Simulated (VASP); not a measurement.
A run of VASP 6.6.1 is set up as follows.

The input INCAR:

```
PREC     = Accurate       # precision mode
ENCUT    = 520            # plane-wave cutoff, eV
EDIFF    = 1E-6           # SCF threshold, eV
ISMEAR   = -1             # smearing method
SIGMA    = 0.1            # smearing width, eV
LREAL    = False          # projectors in reciprocal space
LASPH    = True           # aspherical terms in the spheres
NELM     = 80             # most SCF steps
ALGO     = Normal         # electronic algorithm
ISIF     = 2              # what is computed and relaxed
LWAVE    = False          # write WAVECAR
LCHARG   = False          # write CHGCAR
GGA      = RP             # functional
NBANDS   = 19             # bands
```

The input KPOINTS:

```
regular mesh
0
Gamma
  13 13 13
```

The input POSCAR:

```
Cd
1.0
    0.0000000000      3.4882640211      3.4882640211
    3.4882640211      0.0000000000      3.4882640211
    3.4882640211      3.4882640211      0.0000000000
Cd
2
Direct
    0.1250000000      0.1250000000      0.1250000000
    0.8750000000      0.8750000000      0.8750000000
```

Potentials or basis: VASP PAW PBE potentials, release 64 (Cd).

Launch:

```sh
$ cat potpaw_PBE.64/Cd/POTCAR > POTCAR
$ mpirun -np 1 vasp_std > vasp.out
```

(1) Estimate the band gap on the k mesh.

(2) Estimate the pressure.

Results:

(1) zero (bands 12 and 13 overlap by 3.90 eV).

(2) 0.0 GPa.

Caveat: the PAW data sets were made with another functional, which shifts forces and pressure a little.
